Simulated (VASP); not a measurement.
# SnSe (Pm-3m) in VASP: further runs

The runs below take SnSe through single point, relaxation of cell and atoms, with r2SCAN.

Everything below comes from runs of VASP 6.6.1. Logs are shortened: lines on timing, memory, paths and dates and some standing lists are left out, and cuts for length are marked.

## 1. The cell of the first run

The structure is cubic, space group Pm-3m (No. 221). The conventional cell has a = 3.669 Å, b = 3.669 Å, c = 3.669 Å, α = 90.00°, β = 90.00°, γ = 90.00°. Within 4.2 Å of Sn (site symmetry m-3m) lie 8 Se at 3.18 Å and 6 Sn at 3.67 Å. Within 4.2 Å of Se (site symmetry m-3m) lie 8 Sn at 3.18 Å and 6 Se at 3.67 Å.

## 2. Single point, r2SCAN

POSCAR reads:

```
SnSe
1.0
    3.6694993122      0.0000000000      0.0000000000
    0.0000000000      3.6694993122      0.0000000000
    0.0000000000      0.0000000000      3.6694993122
Sn Se
1 1
Direct
    0.5000000000      0.5000000000      0.5000000000
    0.0000000000      0.0000000000      0.0000000000
```

INCAR.step1 reads:

```
  ALGO = Normal
  EDIFF = 1E-4
  ENCUT = 520
  GGA = PE
  ISMEAR = 0
  LASPH = True
  LCHARG = False
  LREAL = False
  LWAVE = True
  NBANDS = 17
  NELM = 60
  PREC = Accurate
  SIGMA = 0.1
```

INCAR.step2 reads:

```
  ALGO = Normal
  EDIFF = 1E-6
  ENCUT = 520
  ISIF = 2
  ISMEAR = 0
  ISTART = 1
  LASPH = True
  LCHARG = False
  LMIXTAU = True
  LREAL = False
  LWAVE = False
  METAGGA = R2SCAN
  NBANDS = 17
  NELM = 60
  PREC = Accurate
  SIGMA = 0.1
```

KPOINTS reads:

```
k-points
0
Gamma
  6 6 6
```

Potentials or basis: VASP PAW PBE potentials, release 64 (Sn_d, Se).

Run with:

```bash
cat potpaw_PBE.64/Sn_d/POTCAR potpaw_PBE.64/Se/POTCAR > POTCAR
cp INCAR.step1 INCAR
mpirun -np 1 vasp_std > vasp.out
cp INCAR.step2 INCAR
mpirun -np 1 vasp_std > vasp.out
```

OUTCAR:

```text
EDIFF = 1E-6
   ENCUT = 520
   ISIF = 2
   ISMEAR = 0
   ISTART = 1
   LASPH = True
   LREAL = False
   METAGGA = R2SCAN
   NELM = 60
   PREC = Accurate

 ion  position               nearest neighbor table
   1  0.500  0.500  0.500-   2 3.18   2 3.18   2 3.18   2 3.18   2 3.18   2 3.18   2 3.18   2 3.18

   2  0.000  0.000  0.000-   1 3.18   1 3.18   1 3.18   1 3.18   1 3.18   1 3.18   1 3.18   1 3.18

  LATTYP: Found a simple cubic cell.
 ALAT       =     3.6694993122

  Lattice vectors:

 A1 = (   3.6694993122,   0.0000000000,   0.0000000000)
 A2 = (   0.0000000000,   3.6694993122,   0.0000000000)
 A3 = (   0.0000000000,   0.0000000000,   3.6694993122)

Analysis of symmetry for initial positions (statically):
=====================================================================
 Subroutine PRICEL returns:
 Original cell was already a primitive cell.

 Routine SETGRP: Setting up the symmetry group for a
 simple cubic supercell.

 Subroutine GETGRP returns: Found 48 space group operations
 (whereof 48 operations were pure point group operations)
 out of a pool of 48 trial point group operations.

The static configuration has the point symmetry O_h .

Analysis of symmetry for dynamics (positions and initial velocities):
=====================================================================
 Subroutine PRICEL returns:
 Original cell was already a primitive cell.

 Routine SETGRP: Setting up the symmetry group for a
 simple cubic supercell.

 Subroutine GETGRP returns: Found 48 space group operations
 (whereof 48 operations were pure point group operations)
 out of a pool of 48 trial point group operations.

The dynamic configuration has the point symmetry O_h .

 Subroutine INISYM returns: Found 48 space group operations
 (whereof 48 operations are pure point group operations),
 and found     1 'primitive' translations

----------------------------------------------------------------------------------------

                                     Primitive cell

  volume of cell :      49.4106

  direct lattice vectors                    reciprocal lattice vectors
     3.669499312  0.000000000  0.000000000     0.272516743  0.000000000  0.000000000
     0.000000000  3.669499312  0.000000000     0.000000000  0.272516743  0.000000000
     0.000000000  0.000000000  3.669499312     0.000000000  0.000000000  0.272516743

  length of vectors
     3.669499312  3.669499312  3.669499312     0.272516743  0.272516743  0.272516743

  position of ions in fractional coordinates (direct lattice)
     0.500000000  0.500000000  0.500000000
     0.000000000  0.000000000  0.000000000

  ion indices of the primitive-cell ions
   primitive index   ion index
                 1           1
                 2           2

----------------------------------------------------------------------------------------

 KPOINTS: k-points

Automatic generation of k-mesh.
 Grid dimensions read from file:
 generate k-points for:    6    6    6

 Generating k-lattice:

  Cartesian coordinates                     Fractional coordinates (reciprocal lattice)
     0.045419457  0.000000000  0.000000000     0.166666667  0.000000000  0.000000000
     0.000000000  0.045419457  0.000000000     0.000000000  0.166666667  0.000000000
     0.000000000  0.000000000  0.045419457     0.000000000  0.000000000  0.166666667

  Length of vectors
     0.045419457  0.045419457  0.045419457

  Shift w.r.t. Gamma in fractional coordinates (k-lattice)
     0.000000000  0.000000000  0.000000000

 Subroutine IBZKPT returns following result:
 ===========================================

 Found     20 irreducible k-points:

 Following reciprocal coordinates:
            Coordinates               Weight
  0.000000  0.000000  0.000000      1.000000
  0.166667  0.000000  0.000000      6.000000
  0.333333  0.000000  0.000000      6.000000
  0.500000  0.000000  0.000000      3.000000
  0.166667  0.166667  0.000000     12.000000
  0.333333  0.166667  0.000000     24.000000
[... 12 lines left out ...]
  0.500000  0.500000  0.333333      6.000000
  0.500000  0.500000  0.500000      1.000000
   k-points           NKPTS =     20   k-points in BZ     NKDIM =     20   number of bands    NBANDS=     17
   number of dos      NEDOS =    301   number of ions     NIONS =      2
   total plane-waves  NPLWV =  21952
   dimension x,y,z NGX =    28 NGY =   28 NGZ =   28
   dimension x,y,z NGXF=    56 NGYF=   56 NGZF=   56
   ions per type =               1   1
   NGX,Y,Z   is equivalent  to a cutoff of  12.69, 12.69, 12.69 a.u.
   NGXF,Y,Z  is equivalent  to a cutoff of  25.37, 25.37, 25.37 a.u.
 SYSTEM =  unknown system
   PREC   = accura    normal or accurate (medium, high low for compatibility)
   ISTART =      1    job   : 0-new  1-cont  2-samecut
   ICHARG =      0    charge: 1-file 2-atom 10-const
   ISPIN  =      1    spin polarized calculation?
   LNONCOLLINEAR =      F non collinear calculations
   LSORBIT =      F    spin-orbit coupling
   LASPH  =      T    aspherical Exc in radial PAW
   ENCUT  =  520.0 eV  38.22 Ry    6.18 a.u.   6.82  6.82  6.82*2*pi/ulx,y,z
   NELM   =     60;   NELMIN=  2; NELMDL=  0     # of ELM steps
   EDIFF  = 0.1E-05   stopping-criterion for ELM
   LREAL  =      F    real-space projection
   EDIFFG = 0.1E-04   stopping-criterion for IOM
   NSW    =      0    number of steps for IOM
   IBRION =     -1    ionic relax: 0-MD 1-quasi-New 2-CG
   NFREE  =      0    steps in history (QN), initial steepest desc. (CG)
   ISIF   =      2    stress and relaxation
   ISYM   =      2    0-nonsym 1-usesym 2-fastsym
   POTIM  = 0.5000    time-step for ionic-motion
   TEBEG  =    0.0;   TEEND  =   0.0 temperature during run
   PSTRESS=    0.0 pullay stress
   NELECT =      20.0000    total number of electrons
   NUPDOWN=      -1.0000    fix difference up-down
   EMIN   =  10.00;   EMAX   =-10.00  energy-range for DOS
   EFERMI =   0.00;   METHOD = LEGACY
   ISMEAR =     0;   SIGMA  =   0.10  broadening in eV -4-tet -1-fermi 0-gaus
   EFERMI_NEDOS =   21; number of points for ismear=-14 and -15
   IALGO  =     38    algorithm
   IMIX   =      4    mixing-type and parameters
     AMIX     =   0.40;   BMIX     =  1.00
     AMIX_MAG =   1.60;   BMIX_MAG =  1.00
  volume/ion in A,a.u.               =      24.71       166.72
  Fermi-wavevector in a.u.,A,eV,Ry     =   1.211002  2.288461 19.953279  1.466525
  Thomas-Fermi vector in A             =   2.346531
   LORBIT       =      0    0 simple, 1 ext, 2 COOP (PROOUT), +10 PAW based schemes
   METAGGA = R2SCAN    functional components
   LHFCALC =     F    Hartree Fock is set to
   AEXX    =    0.0000 exact exchange contribution
   IVDW    =     0    specifies the selected vdW correction
   LEPSILON=     F    determine dielectric tensor
   LRPA    =     F    only Hartree local field effects (RPA)
 non-spin polarized calculation
 Gauss-broadening in eV      SIGMA  =   0.10
  energy-cutoff  :      520.00
  volume of cell :       49.41
 maximum number of plane-waves:      1357
 NGX is ok and might be reduce to    28
   NGX = 13   NGY = 13   NGZ = 13

 number of electron      19.9999989 magnetization

 Free energy of the ion-electron system (eV)
  ---------------------------------------------------
  ext. energy  EPLUGINS =         0.00000000
  ---------------------------------------------------
  free energy    TOTEN  =       -39.27888447 eV

  energy without entropy =      -39.27494975  energy(sigma->0) =      -39.27691711

 E-fermi :   6.1395     XC(G=0): -10.8075

 val. band max:        6.0711230474   @ k =   0.3333   0.1667   0.0000
 cond. band min:       6.3678190223   @ k =   0.5000   0.0000   0.0000
 fundamental gap:      0.2966959748
 Fermi energy:         6.1395276823

 k-point     1 :       0.0000    0.0000    0.0000
  band No.  band energies     occupation
      1     -16.1730      2.00000
      2     -16.1730      2.00000
      3     -16.0955      2.00000
      4     -16.0955      2.00000
      5     -16.0955      2.00000
      6      -8.1086      2.00000
[... 9 lines left out ...]
     16      19.1673      0.00000
     17      19.1673      0.00000

 k-point     2 :       0.1667    0.0000    0.0000
  band No.  band energies     occupation
      1     -16.1723      2.00000
      2     -16.1577      2.00000
      3     -16.1007      2.00000
      4     -16.1007      2.00000
      5     -16.0950      2.00000
      6      -7.9006      2.00000
[... 9 lines left out ...]
     16      18.4743      0.00000
     17      18.8790      0.00000

 k-point     3 :       0.3333    0.0000    0.0000
  band No.  band energies     occupation
      1     -16.1708      2.00000
      2     -16.1271      2.00000
      3     -16.1111      2.00000
      4     -16.1111      2.00000
      5     -16.0940      2.00000
      6      -7.3902      2.00000
[... 9 lines left out ...]
     16      16.6673      0.00000
     17      19.5102      0.00000

 k-point     4 :       0.5000    0.0000    0.0000
  band No.  band energies     occupation
      1     -16.1701      2.00000
      2     -16.1163      2.00000
      3     -16.1163      2.00000
      4     -16.1117      2.00000
      5     -16.0936      2.00000
      6      -7.0553      2.00000
[... 9 lines left out ...]
     16      20.0863      0.00000
     17      20.6556      0.00000
[... 263 lines left out ...]
      1     -16.1362      2.00000
      2     -16.1333      2.00000
      3     -16.1263      2.00000
      4     -16.0994      2.00000
      5     -16.0838      2.00000
      6      -6.1644      2.00000
[... 9 lines left out ...]
     16      18.7274      0.00000
     17      22.3528      0.00000

 k-point    19 :       0.5000    0.5000    0.3333
  band No.  band energies     occupation
      1     -16.1418      2.00000
      2     -16.1324      2.00000
      3     -16.1324      2.00000
      4     -16.0913      2.00000
      5     -16.0755      2.00000
      6      -6.0233      2.00000
[... 9 lines left out ...]
     16      19.8317      0.00000
     17      22.8439      0.00000

 k-point    20 :       0.5000    0.5000    0.5000
  band No.  band energies     occupation
      1     -16.1390      2.00000
      2     -16.1390      2.00000
      3     -16.1390      2.00000
      4     -16.0752      2.00000
      5     -16.0752      2.00000
      6      -5.9098      2.00000
[... 9 lines left out ...]
     16      21.2160      0.00000
     17      24.7061      0.00000

------------------------ aborting loop because EDIFF is reached ----------------------------------------

  FORCE on cell =-STRESS in cart. coord.  units (eV):
  Direction    XX          YY          ZZ          XY          YZ          ZX
  --------------------------------------------------------------------------------------
  -------------------------------------------------------------------------------------
  Total       -0.0648700     -0.0648700     -0.0648700     -0.0000000     -0.0000000      0.0000000
  in kB       -2.1034594     -2.1034594     -2.1034594     -0.0000000     -0.0000000      0.0000000
  external PRESSURE =      -2.1034594 kB  Pullay stress =       0.0000000 kB

 VOLUME and BASIS-vectors are now :
 -----------------------------------------------------------------------------
  energy-cutoff  :      520.00
  volume of cell :       49.41
      direct lattice vectors                 reciprocal lattice vectors
     3.669499312  0.000000000  0.000000000     0.272516743  0.000000000  0.000000000
     0.000000000  3.669499312  0.000000000     0.000000000  0.272516743  0.000000000
     0.000000000  0.000000000  3.669499312     0.000000000  0.000000000  0.272516743

 POSITION                                       TOTAL-FORCE (eV/Angst)
 -----------------------------------------------------------------------------------
      1.83475      1.83475      1.83475         0.000000      0.000000      0.000000
      0.00000      0.00000      0.00000         0.000000      0.000000      0.000000
 -----------------------------------------------------------------------------------
    total drift:                                0.000000      0.000000      0.000000

  FREE ENERGIE OF THE ION-ELECTRON SYSTEM (eV)
  ---------------------------------------------------
  free  energy   TOTEN  =       -39.2788844660 eV

  energy  without entropy=      -39.2749497539  energy(sigma->0) =      -39.27691711
```

Wall time 1.8 min (1 thread of AMD EPYC, shared host); peak memory 0.14 GiB.

What came out:

```
Free energy            : -39.2789 eV
Pressure               : -0.2 GPa
Band gap on the k mesh : zero (band 10 reaches 6.50 eV, above the bottom of band 11 at 5.19 eV)
```

Caveat: the PAW data sets were made with another functional, which shifts forces and pressure a little; spin-orbit coupling is left out, which moves the levels of the heavy elements.

## 3. Relaxation of cell and atoms, r2SCAN

This run uses another cell than the first one, of 16.11 Å³/atom, 0.652 times its volume.

POSCAR reads:

```
SnSe
1.0
    3.1821000000      0.0000000000      0.0000000000
    0.0000000000      3.1821000000      0.0000000000
    0.0000000000      0.0000000000      3.1821000000
Sn Se
1 1
Direct
    0.5000000000      0.5000000000      0.5000000000
    0.0000000000      0.0000000000      0.0000000000
```

INCAR.step1 reads:

```
SYSTEM = SnSe
  PREC = Accurate
  ENCUT = 600
  ISMEAR = 0
  SIGMA = 0.1
  LREAL = .False.
  LASPH = .True.
  NELM = 100
  GGA = PE
  ALGO = Normal
  EDIFF = 1E-4
  LWAVE = .True.
  LCHARG = .False.
```

INCAR.step2 reads:

```
SYSTEM = SnSe
  PREC = Accurate
  ENCUT = 600
  EDIFF = 1E-6
  ISMEAR = 0
  SIGMA = 0.1
  LREAL = .False.
  LASPH = .True.
  NELM = 100
  ALGO = Normal
  ISIF = 3
  LWAVE = .False.
  LCHARG = .False.
  METAGGA = R2SCAN
  LMIXTAU = .True.
  IBRION = 2
  NSW = 100
  EDIFFG = -0.05
  ISTART = 1
```

KPOINTS reads:

```
regular mesh
0
Gamma
  6 6 6
  0 0 0
```

Potentials or basis: VASP PAW PBE potentials, release 64 (Sn_d, Se).

Run with:

```bash
cat potpaw_PBE.64/Sn_d/POTCAR potpaw_PBE.64/Se/POTCAR > POTCAR
cp INCAR.step1 INCAR
mpirun -np 1 vasp_std > vasp.out
cp INCAR.step2 INCAR
mpirun -np 1 vasp_std > vasp.out
```

It took 5.9 min on 1 thread of AMD EPYC, shared host; peak memory 0.14 GiB.

It converged, with:

- Free energy: -39.2743 eV
- Relaxed volume: 24.60 Å³/atom
- Relaxed cell: a = 3.664 Å, b = 3.664 Å, c = 3.664 Å, α = 90.00°, β = 90.00°, γ = 90.00°
- Space group after relaxing (to 0.05 Å): Pm-3m (No. 221)
- Energy gained by relaxing: 1056.7 meV/atom
- Ionic steps: 3
- Pressure after relaxing: 0.1 GPa
- Band gap on the k mesh: zero (band 10 reaches 6.56 eV, above the bottom of band 11 at 5.22 eV)

Step by step:
```tsv
step	energy change (eV)	largest force (eV/Å)	pressure (GPa)	volume (Å³)
1	0.0000	0.0000	58.45	32.22
2	-1.4194	0.0000	-8.99	68.13
3	-2.1133	0.0000	0.09	49.20
```

Final structure:
```
Sn Se
1.0
     3.66427    0.00000    0.00000
     0.00000    3.66427    0.00000
     0.00000    0.00000    3.66427
Sn Se
1 1
Direct
  0.50000 0.50000 0.50000
  0.00000 0.00000 0.00000
```

Levels at points of the mesh, in eV from the Fermi level:
```csv
k point,band 6,band 7,band 8,band 9,band 10,band 11,band 12,band 13,band 14
"(0.00, 0.00, 0.00)",-14.29,-5.70,-2.02,-2.02,-2.02,4.94,6.48,6.48,6.48
"(0.50, 0.00, 0.00)",-13.22,-8.64,-0.68,-0.68,0.23,0.57,3.29,3.29,8.18
"(0.50, 0.50, 0.00)",-12.49,-6.20,-5.19,-5.19,-0.25,4.48,4.48,5.01,7.17
"(0.50, 0.50, 0.50)",-12.06,-4.56,-3.13,-3.13,-3.13,-0.97,-0.97,-0.97,15.12
```

Caveat: the volume moved by over 15 % at a fixed basis, so the end points are rough; the PAW data sets were made with another functional, which shifts forces and pressure a little; spin-orbit coupling is left out, which moves the levels of the heavy elements.

## 4. Single point, r2SCAN

This run uses another cell than the first one, of 24.57 Å³/atom, 0.994 times its volume.

POSCAR reads:

```
SnSe
1.0
    3.6625389737      0.0000000000      0.0000000000
    0.0000000000      3.6625389737      0.0000000000
    0.0000000000      0.0000000000      3.6625389737
Sn Se
1 1
Direct
    0.5000000000      0.5000000000      0.5000000000
    0.0000000000      0.0000000000      0.0000000000
```

INCAR.step1 reads:

```
SYSTEM = SnSe
PREC = Accurate ; ENCUT = 520
ISMEAR = 0 ; SIGMA = 0.1
LREAL = .False. ; LASPH = .True.
NELM = 100 ; NBANDS = 17
GGA = PE ; ALGO = Normal
EDIFF = 1E-4 ; LWAVE = .True.
LCHARG = .False.
```

INCAR.step2 reads:

```
SYSTEM = SnSe
PREC = Accurate ; ENCUT = 520
EDIFF = 1E-6 ; ISMEAR = 0
SIGMA = 0.1 ; LREAL = .False.
LASPH = .True. ; NELM = 100
ALGO = Normal ; ISIF = 2
LWAVE = .False. ; LCHARG = .True.
METAGGA = R2SCAN ; LMIXTAU = .True.
LELF = .True. ; LVHAR = .True.
NBANDS = 17 ; ISTART = 1
```

KPOINTS reads:

```
regular mesh
0
Gamma
  12 12 12
  0 0 0
```

Run with:

```bash
cat potpaw_PBE.64/Sn_d/POTCAR potpaw_PBE.64/Se/POTCAR > POTCAR
cp INCAR.step1 INCAR
mpirun -np 1 vasp_std > vasp.out
cp INCAR.step2 INCAR
mpirun -np 1 vasp_std > vasp.out
```

Wall time 3 min (1 thread of AMD EPYC 7R43 (Zen 3), shared host); peak memory 0.18 GiB.

Results (log left out):

| Property | Result |
| --- | --- |
| Free energy | -39.2784 eV |
| Pressure | 0.1 GPa |
| Band gap on the k mesh | zero (band 10 reaches 6.57 eV, above the bottom of band 11 at 5.24 eV) |

Levels at points of the mesh, in eV from the Fermi level:
| k point | band 8 | band 9 | band 10 | band 11 | band 12 | band 13 |
| --- | --- | --- | --- | --- | --- | --- |
| (0.00, 0.00, 0.00) | -2.10 | -2.10 | -2.10 | 4.86 | 4.86 | 6.42 |
| (0.50, 0.00, 0.00) | -0.77 | -0.77 | 0.16 | 0.50 | 3.23 | 3.23 |
| (0.50, 0.50, 0.00) | -5.27 | -5.27 | -0.33 | 4.41 | 4.41 | 4.96 |
| (0.50, 0.50, 0.50) | -3.22 | -3.22 | -3.22 | -1.04 | -1.04 | -1.04 |

Caveat: the PAW data sets were made with another functional, which shifts forces and pressure a little; spin-orbit coupling is left out, which moves the levels of the heavy elements.

## 5. Summary

| task | cell | k mesh | cutoff (eV) | gap on the mesh (eV) | pressure (GPa) |
| --- | --- | --- | --- | --- | --- |
| single point | a = 3.669 Å, 2 atoms | 6 × 6 × 6 | 520 | none | -0.2 |
| relaxation of cell and atoms | relaxed from a = 3.182 Å, 2 atoms | 6 × 6 × 6 | 600 | none | 0.1 |
| single point | a = 3.663 Å, 2 atoms | 12 × 12 × 12 | 520 | none | 0.1 |

Alike in all rows: level r2SCAN; potentials or basis VASP PAW PBE potentials, release 64 (Sn_d, Se); no spin polarisation; smearing gaussian 0.1 eV.

Caveats: the PAW data sets were made with another functional, which shifts forces and pressure a little; spin-orbit coupling is left out, which moves the levels of the heavy elements; the volume moved by over 15 % at a fixed basis, so the end points are rough (some runs).

Absolute energies hang on the potentials; compare differences alone.
